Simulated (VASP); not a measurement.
Input of a VASP 6.6.1 run:

INCAR

```
SYSTEM = MoS
  PREC = Accurate
  ENCUT = 520
  EDIFF = 1E-6
  ISMEAR = 0
  SIGMA = 0.1
  LREAL = .FALSE.
  LASPH = .TRUE.
  NELM = 60
  ALGO = Normal
  ISIF = 2
  LWAVE = .FALSE.
  LCHARG = .FALSE.
  GGA = PS
  NBANDS = 17
```

KPOINTS

```
Automatic mesh
0
G
  14 14 14
  0 0 0
```

POSCAR

```
MoS
1.0
    0.0000000000      2.6374084446      2.6374084446
    2.6374084446      0.0000000000      2.6374084446
    2.6374084446      2.6374084446      0.0000000000
Mo S
1 1
Direct
    0.0000000000      0.0000000000      0.0000000000
    0.2500000000      0.2500000000      0.2500000000
```

Potentials or basis: VASP PAW PBE potentials, release 64 (Mo_sv, S).

Run with:

```bash
$ cat potpaw_PBE.64/Mo_sv/POTCAR potpaw_PBE.64/S/POTCAR > POTCAR
$ mpirun -np 1 vasp_std > vasp.out
```

**Question.** Predict the pressure.

**Answer.** 0.2 GPa.

**Question.** What does it give for the band gap on the k mesh?

**Answer.** Zero (band 10 reaches 8.75 eV, above the bottom of band 11 at 8.20 eV).

Caveat: the PAW data sets were made with another functional, which shifts forces and pressure a little.
